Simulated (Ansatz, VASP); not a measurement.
## One calculation of CuO, two programs

```
Cu O
1.0
     2.87950    0.00000    0.00000
     0.03907    2.87928    0.00000
     0.01750    0.01724    5.17634
Cu O
2 2
Cartesian
  0.0195 1.4396 0.0000
  1.4485 0.0086 2.5882
  2.8881 0.0177 3.8817
  0.0479 2.8788 1.2947
```

Alike in both runs: functional PBEsol; k mesh 9 × 9 × 5; occupations fermi-dirac, width 0.05 eV; no spin polarisation.

|  | VASP | Ansatz |
| --- | --- | --- |
| version | VASP 6.6.1 | Ansatz 0.2.0 |
| potentials or method | VASP PAW PBE potentials, release 64 (Cu_sv_GW, O) | Ansatz PAW |
| plane-wave cutoff (eV) | 700 | 420 |
| valence electrons in the cell | 50 | 50 |
| task | single point | band structure |

VASP gave:

```
gap on the k mesh at the Fermi level (eV)                     : none
pressure (GPa)                                                : -4.5
traceless stress, the component that is largest in VASP (GPa) : -2.58
rms of the force components (eV/Å)                            : 0.005
```

Question: Which values does Ansatz return?

Answer: gap on the k mesh at the Fermi level (eV): none; pressure (GPa): -2.0; traceless stress, the component that is largest in VASP (GPa): -2.63; rms of the force components (eV/Å): 0.005.

VASP's potentials were made for PBE, not for PBEsol. Atom by atom the forces differ by 0.000 eV/Å (rms over components). A gap of «none» marks a metal or a gap that the smearing closes. The functional is the same, so the differences come from potentials, cutoffs and numerics.
